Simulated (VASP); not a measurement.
# ZrB2 (P6/mmm) in VASP: settings compared

ZrB2 is run at these levels: PBEsol, LDA, PBE, r2SCAN; tasks: relaxation of cell and atoms, single point.

Program: VASP 6.6.1. These are calculated values, not measurements. Logs are shortened: lines on timing, memory, paths and dates and some standing lists are left out, and cuts for length are marked.

## Step 1: The cell of the first run

It takes space group P6/mmm (No. 191, hexagonal). Conventional cell: a = 3.170 Å, b = 3.170 Å, c = 3.533 Å, α = 90.00°, β = 90.00°, γ = 120.00°. Zr (site symmetry 6/mmm) has 12 B at 2.54 Å and 6 Zr at 3.17 Å within 3.4 Å. Within 2.4 Å of B (site symmetry -6m2) lie 3 B at 1.83 Å.

## Step 2: Relaxation of cell and atoms, PBEsol

INCAR

```
PREC = Accurate
ENCUT = 600
EDIFF = 1E-6
ISMEAR = -1
SIGMA = 0.05
LREAL = False
LASPH = True
NELM = 60
ALGO = Normal
ISIF = 3
LWAVE = False
LCHARG = False
GGA = PS
IBRION = 2
NSW = 60
EDIFFG = -0.01
```

KPOINTS

```
Automatic mesh
0
Gamma
  10 10 8
```

POSCAR

```
ZrB2
1.0
    3.1700000000      0.0000000000      0.0000000000
   -1.5850000000      2.7453005300      0.0000000000
    0.0000000000      0.0000000000      3.5330000000
Zr B
1 2
Direct
    0.0000000000      0.0000000000      0.0000000000
    0.6666666667      0.3333333333      0.5000000000
    0.3333333333      0.6666666667      0.5000000000
```

Potentials or basis: VASP PAW PBE potentials, release 64 (Zr_sv, B).

Started as:

```bash
$ cat potpaw_PBE.64/Zr_sv/POTCAR potpaw_PBE.64/B/POTCAR > POTCAR
$ mpirun -np 1 vasp_std > vasp.out
```

OUTCAR:

```text
PREC = Accurate
   ENCUT = 600
   EDIFF = 1E-6
   ISMEAR = -1
   LREAL = False
   LASPH = True
   NELM = 60
   ISIF = 3
   GGA = PS
   IBRION = 2
   NSW = 60
   EDIFFG = -0.01

 ion  position               nearest neighbor table
   1  0.000  0.000  0.000-   2 2.54   3 2.54   2 2.54   3 2.54   2 2.54   2 2.54   3 2.54   3 2.54
                             2 2.54   2 2.54   3 2.54   3 2.54
   2  0.667  0.333  0.500-   3 1.83   3 1.83   3 1.83   1 2.54   1 2.54   1 2.54   1 2.54   1 2.54
                             1 2.54
   3  0.333  0.667  0.500-   2 1.83   2 1.83   2 1.83   1 2.54   1 2.54   1 2.54   1 2.54   1 2.54
                             1 2.54

  LATTYP: Found a hexagonal cell.
 ALAT       =     3.1700000000
 C/A-ratio  =     1.1145110410

  Lattice vectors:

 A1 = (   3.1700000000,   0.0000000000,   0.0000000000)
 A2 = (  -1.5850000000,   2.7453005300,   0.0000000000)
 A3 = (   0.0000000000,   0.0000000000,   3.5330000000)

Analysis of symmetry for initial positions (statically):
=====================================================================
 Subroutine PRICEL returns:
 Original cell was already a primitive cell.

 Routine SETGRP: Setting up the symmetry group for a
 hexagonal supercell.

 Subroutine GETGRP returns: Found 24 space group operations
 (whereof 24 operations were pure point group operations)
 out of a pool of 24 trial point group operations.

The static configuration has the point symmetry D_6h.

Analysis of symmetry for dynamics (positions and initial velocities):
=====================================================================
 Subroutine PRICEL returns:
 Original cell was already a primitive cell.

 Routine SETGRP: Setting up the symmetry group for a
 hexagonal supercell.

 Subroutine GETGRP returns: Found 24 space group operations
 (whereof 24 operations were pure point group operations)
 out of a pool of 24 trial point group operations.

The dynamic configuration has the point symmetry D_6h.

 Subroutine INISYM returns: Found 24 space group operations
 (whereof 24 operations are pure point group operations),
 and found     1 'primitive' translations

----------------------------------------------------------------------------------------

                                     Primitive cell

  volume of cell :      30.7463

  direct lattice vectors                    reciprocal lattice vectors
     3.170000000  0.000000000  0.000000000     0.315457413  0.182129422  0.000000000
    -1.585000000  2.745300530  0.000000000     0.000000000  0.364258845  0.000000000
     0.000000000  0.000000000  3.533000000     0.000000000  0.000000000  0.283045570

  length of vectors
     3.170000000  3.170000000  3.533000000     0.364258845  0.364258845  0.283045570

  position of ions in fractional coordinates (direct lattice)
     0.000000000  0.000000000  0.000000000
     0.666666667  0.333333333  0.500000000
     0.333333333  0.666666667  0.500000000

  ion indices of the primitive-cell ions
   primitive index   ion index
                 1           1
                 2           2
                 3           3

----------------------------------------------------------------------------------------

 KPOINTS: Automatic mesh

Automatic generation of k-mesh.
 Grid dimensions read from file:
 generate k-points for:   10   10    8

 Generating k-lattice:

  Cartesian coordinates                     Fractional coordinates (reciprocal lattice)
     0.031545741  0.018212942  0.000000000     0.100000000  0.000000000  0.000000000
     0.000000000  0.036425884  0.000000000     0.000000000  0.100000000  0.000000000
     0.000000000  0.000000000  0.035380696     0.000000000  0.000000000  0.125000000

  Length of vectors
     0.036425884  0.036425884  0.035380696

  Shift w.r.t. Gamma in fractional coordinates (k-lattice)
     0.000000000  0.000000000  0.000000000

 Subroutine IBZKPT returns following result:
 ===========================================

 Found     70 irreducible k-points:

 Following reciprocal coordinates:
            Coordinates               Weight
  0.000000  0.000000  0.000000      1.000000
  0.100000 -0.000000  0.000000      6.000000
  0.200000 -0.000000  0.000000      6.000000
  0.300000  0.000000  0.000000      6.000000
  0.400000  0.000000  0.000000      6.000000
  0.500000  0.000000  0.000000      3.000000
[... 16 lines left out ...]
  0.300000  0.100000  0.125000     24.000000
  0.400000  0.100000  0.125000     24.000000
 [... further k-points ...]
   k-points           NKPTS =     70   k-points in BZ     NKDIM =     70   number of bands    NBANDS=     13
   number of dos      NEDOS =    301   number of ions     NIONS =      3
   total plane-waves  NPLWV =  21952
   dimension x,y,z NGX =    28 NGY =   28 NGZ =   28
   dimension x,y,z NGXF=    56 NGYF=   56 NGZF=   56
   ions per type =               1   2
   NGX,Y,Z   is equivalent  to a cutoff of  14.68, 14.68, 13.18 a.u.
   NGXF,Y,Z  is equivalent  to a cutoff of  29.37, 29.37, 26.35 a.u.
 SYSTEM =  unknown system
   PREC   = accura    normal or accurate (medium, high low for compatibility)
   ISTART =      0    job   : 0-new  1-cont  2-samecut
   ICHARG =      2    charge: 1-file 2-atom 10-const
   ISPIN  =      1    spin polarized calculation?
   LNONCOLLINEAR =      F non collinear calculations
   LSORBIT =      F    spin-orbit coupling
   LASPH  =      T    aspherical Exc in radial PAW
   ENCUT  =  600.0 eV  44.10 Ry    6.64 a.u.   6.33  6.33  7.06*2*pi/ulx,y,z
   NELM   =     60;   NELMIN=  2; NELMDL= -5     # of ELM steps
   EDIFF  = 0.1E-05   stopping-criterion for ELM
   LREAL  =      F    real-space projection
   EDIFFG = -.1E-01   stopping-criterion for IOM
   NSW    =     60    number of steps for IOM
   IBRION =      2    ionic relax: 0-MD 1-quasi-New 2-CG
   NFREE  =      1    steps in history (QN), initial steepest desc. (CG)
   ISIF   =      3    stress and relaxation
   ISYM   =      2    0-nonsym 1-usesym 2-fastsym
   POTIM  = 0.5000    time-step for ionic-motion
   TEBEG  =    0.0;   TEEND  =   0.0 temperature during run
   PSTRESS=    0.0 pullay stress
   NELECT =      18.0000    total number of electrons
   NUPDOWN=      -1.0000    fix difference up-down
   EMIN   =  10.00;   EMAX   =-10.00  energy-range for DOS
   EFERMI =   0.00;   METHOD = LEGACY
   ISMEAR =    -1;   SIGMA  =   0.05  broadening in eV -4-tet -1-fermi 0-gaus
   EFERMI_NEDOS =   21; number of points for ismear=-14 and -15
   IALGO  =     38    algorithm
   IMIX   =      4    mixing-type and parameters
     AMIX     =   0.40;   BMIX     =  1.00
     AMIX_MAG =   1.60;   BMIX_MAG =  1.00
  volume/ion in A,a.u.               =      10.25        69.16
  Fermi-wavevector in a.u.,A,eV,Ry     =   1.369519  2.588016 25.518847  1.875582
  Thomas-Fermi vector in A             =   2.495387
   LORBIT       =      0    0 simple, 1 ext, 2 COOP (PROOUT), +10 PAW based schemes
   GGA     = PS    functional components
   LHFCALC =     F    Hartree Fock is set to
   AEXX    =    0.0000 exact exchange contribution
   IVDW    =     0    specifies the selected vdW correction
   LEPSILON=     F    determine dielectric tensor
   LRPA    =     F    only Hartree local field effects (RPA)
 conjugate gradient relaxation of ions
 non-spin polarized calculation
  energy-cutoff  :      600.00
  volume of cell :       30.75
 maximum number of plane-waves:      1046
 NGX is ok and might be reduce to    28
   NGX = 13   NGY = 13   NGZ = 15

--------------------------------------- Ionic step        1  -------------------------------------------

 number of electron      18.0000000 magnetization

 Free energy of the ion-electron system (eV)
  ---------------------------------------------------
  ext. energy  EPLUGINS =         0.00000000
  ---------------------------------------------------
  free energy    TOTEN  =       -26.39655278 eV

  energy without entropy =      -26.39374128  energy(sigma->0) =      -26.39514703

------------------------ aborting loop because EDIFF is reached ----------------------------------------

  FORCE on cell =-STRESS in cart. coord.  units (eV):
  Direction    XX          YY          ZZ          XY          YZ          ZX
  --------------------------------------------------------------------------------------
  -------------------------------------------------------------------------------------
  Total       -0.7090645     -0.7090645     -0.7330828      0.0000000      0.0000000     -0.0000000
  in kB      -36.9490700    -36.9490700    -38.2006538      0.0000000      0.0000000     -0.0000000
  external PRESSURE =     -37.3662646 kB  Pullay stress =       0.0000000 kB
[... 133 lines left out ...]
  energy  without entropy=      -26.3993928752  energy(sigma->0) =      -26.40077982

--------------------------------------- Ionic step        5  -------------------------------------------

 number of electron      18.0000000 magnetization

 Free energy of the ion-electron system (eV)
  ---------------------------------------------------
  ext. energy  EPLUGINS =         0.00000000
  ---------------------------------------------------
  free energy    TOTEN  =       -26.40219326 eV

  energy without entropy =      -26.39939886  energy(sigma->0) =      -26.40079606

 E-fermi :  10.4901     XC(G=0): -12.6093

 val. band max:       10.4527483808   @ k =   0.2000   0.2000   0.1250
 cond. band min:      10.6539284269   @ k =   0.1000  -0.0000   0.5000
 fundamental gap:      0.2011800461
 Fermi energy:        10.4900537119

 k-point     1 :       0.0000    0.0000    0.0000
  band No.  band energies     occupation
      1     -37.8621      2.00000
      2     -16.0925      2.00000
      3     -15.5140      2.00000
      4     -15.5140      2.00000
      5      -2.1680      2.00000
      6       7.9356      2.00000
      7       7.9356      2.00000
      8       7.9419      2.00000
      9       8.2918      2.00000
     10      14.0570      0.00000
     11      14.0570      0.00000
     12      14.8765      0.00000
     13      14.8765      0.00000
[... 353 lines left out ...]
 k-point    24 :       0.4000    0.1000    0.1250
  band No.  band energies     occupation
      1     -37.7338      2.00000
      2     -16.4505      2.00000
      3     -15.9538      2.00000
      4     -15.7920      2.00000
      5       1.3304      2.00000
      6       2.5813      2.00000
      7       6.3434      2.00000
      8       7.1201      2.00000
      9       8.4962      2.00000
     10      11.7751      0.00000
     11      14.3671      0.00000
     12      14.6201      0.00000
     13      16.3209      0.00000

 [... further k-points ...]
[... 5 lines left out ...]
  --------------------------------------------------------------------------------------
  -------------------------------------------------------------------------------------
  Total       -0.0137746     -0.0137746     -0.0200749      0.0000000      0.0000000     -0.0000000
  in kB       -0.7287674     -0.7287674     -1.0620936      0.0000000      0.0000000     -0.0000000
  external PRESSURE =      -0.8398761 kB  Pullay stress =       0.0000000 kB
[... 18 lines left out ...]
  FREE ENERGIE OF THE ION-ELECTRON SYSTEM (eV)
  ---------------------------------------------------
  free  energy   TOTEN  =       -26.4021932578 eV

  energy  without entropy=      -26.3993988606  energy(sigma->0) =      -26.40079606

 reached required accuracy - stopping structural energy minimisation
```

It took 79 s on 1 thread of Intel Xeon Platinum 8488C (Sapphire Rapids), shared host; peak memory 0.18 GiB.

Results:

| Item | Value |
| --- | --- |
| Free energy | -26.4022 eV |
| Relaxed volume | 10.09 Å³/atom |
| Relaxed cell | a = 3.155 Å, b = 3.155 Å, c = 3.512 Å, α = 90.00°, β = 90.00°, γ = 120.00° |
| Space group after relaxing (to 0.05 Å) | P6/mmm (No. 191) |
| Energy gained by relaxing | 1.9 meV/atom |
| Ionic steps | 5 |
| Pressure after relaxing | -0.1 GPa |
| Band gap on the k mesh | zero (band 9 reaches 11.15 eV, above the bottom of band 10 at 10.35 eV) |

The path:
| step | energy change (eV) | largest force (eV/Å) | pressure (GPa) | volume (Å³) |
| --- | --- | --- | --- | --- |
| 1 | 0.0000 | 0.0000 | -3.74 | 30.75 |
| 2 | 0.0033 | 0.0000 | 5.02 | 29.69 |
| 3 | -0.0056 | 0.0000 | 0.01 | 30.28 |
| 4 | -0.0056 | 0.0000 | -0.06 | 30.28 |
| 5 | -0.0056 | 0.0000 | -0.08 | 30.28 |

Final structure:
```xyz
3
Lattice="3.1552 0.0000 0.0000 -1.5776 2.7325 0.0000 0.0000 0.0000 3.5124" Properties=species:S:1:pos:R:3 pbc="T T T"
Zr   -1.5776    2.7325    3.5124
B     1.5776    0.9108    1.7562
B     0.0000    1.8217    1.7562
```

Levels at points of the mesh, in eV from the Fermi level:
```tsv
k point	band 6	band 7	band 8	band 9	band 10	band 11	band 12	band 13
(0.00, 0.00, 0.00)	-2.55	-2.55	-2.55	-2.20	3.57	3.57	4.39	4.39
(0.50, 0.00, 0.00)	-8.35	-3.84	-2.95	-2.65	2.39	2.44	5.14	5.23
(0.00, 0.00, 0.50)	-6.91	-0.84	-0.84	0.41	0.41	0.88	0.88	1.98
(0.50, 0.00, 0.50)	-6.86	-4.56	-4.09	-1.85	3.93	4.27	5.53	6.53
```

Caveat: the PAW data sets were made with another functional, which shifts forces and pressure a little.

## Step 3: Single point, LDA, non-collinear spin, zero start, spin-orbit coupling

INCAR

```
ALGO     = Normal         # electronic algorithm
EDIFF    = 1E-6           # SCF threshold, eV
ENCUT    = 520            # plane-wave cutoff, eV
GGA_COMPAT= F            
ISIF     = 2              # what is computed and relaxed
ISMEAR   = -1             # smearing method
LASPH    = T              # aspherical terms in the spheres
LCHARG   = F              # write CHGCAR
LMAXMIX  = 4              # l up to which the mixer works
LNONCOLLINEAR= T              # non-collinear magnetism
LORBIT   = 11             # projections on sites
LORBMOM  = T            
LREAL    = F              # projectors in reciprocal space
LSORBIT  = T              # spin-orbit coupling
LWAVE    = F              # write WAVECAR
MAGMOM   = 0 0 0 0 0 0 0 0 0 # initial moments
NBANDS   = 31             # bands
NELM     = 150            # most SCF steps
PREC     = Accurate       # precision mode
SIGMA    = 0.05           # smearing width, eV
```

KPOINTS

```
k-points
0
Gamma
  7 7 6
```

POSCAR is that of step 2.

Potentials or basis: VASP PAW LDA potentials, release 64 (Zr_sv, B).

Started as:

```bash
$ cat potpaw_LDA.64/Zr_sv/POTCAR potpaw_LDA.64/B/POTCAR > POTCAR
$ mpirun -np 1 vasp_ncl > vasp.out
```

Wall time 54 s (1 thread of Intel Xeon Platinum 8488C (Sapphire Rapids), shared host); peak memory 0.21 GiB.

The run converged. Its results:

```yaml
Free_energy: -27.5225 eV
Pressure: -8.3 GPa
Net_moment: 0.00 μB per cell
Valence_electrons_inside_the_program's_atomic_spheres: Zr 10.00; B 1.91
```

Stress tensor (GPa, compression positive):
```
-8.36  0.00  0.00
 0.00 -8.36  0.00
 0.00  0.00 -8.27
```

Moments on the atoms (μB; x, y, z):
```
Zr  0.00 0.00 0.00
B   0.00 0.00 0.00
B   0.00 0.00 0.00
```

## Step 4: Single point, PBE

INCAR

```
  PREC = Accurate
  ENCUT = 520
  EDIFF = 1E-6
  ISMEAR = -1
  SIGMA = 0.04
  LREAL = False
  LASPH = True
  NELM = 60
  ALGO = Normal
  ISIF = 2
  LWAVE = False
  LCHARG = True
  GGA = PE
  LELF = True
  LVHAR = True
  NBANDS = 16
```

KPOINTS

```
Automatic mesh
0
Gamma
  7 7 6
```

POSCAR is that of step 3.

Potentials or basis: VASP PAW PBE potentials, release 64 (Zr_sv, B).

Started as:

```bash
$ cat potpaw_PBE.64/Zr_sv/POTCAR potpaw_PBE.64/B/POTCAR > POTCAR
$ mpirun -np 1 vasp_std > vasp.out
```

Run time: 15 s. Hardware: 1 thread of AMD EPYC 7R13 (Zen 3), shared host; peak memory 0.12 GiB.

It converged, with:

| Property | Result |
| --- | --- |
| Free energy | -24.9716 eV |
| Pressure | 0.9 GPa |
| Band gap on the k mesh | zero (band 9 reaches 11.29 eV, above the bottom of band 10 at 10.34 eV) |

Stress tensor (GPa, compression positive):
```
0.83 0.00 0.00
0.00 0.83 0.00
0.00 0.00 1.17
```

Levels at points of the mesh, in eV from the Fermi level:
```csv
k point,band 7,band 8,band 9,band 10,band 11,band 12
"(0.00, 0.00, 0.00)",-2.44,-2.39,-2.16,3.59,3.59,4.37
"(0.00, 0.00, 0.50)",-0.78,-0.78,0.52,0.52,0.98,0.98
```

(Continued in part 2 of 2.)
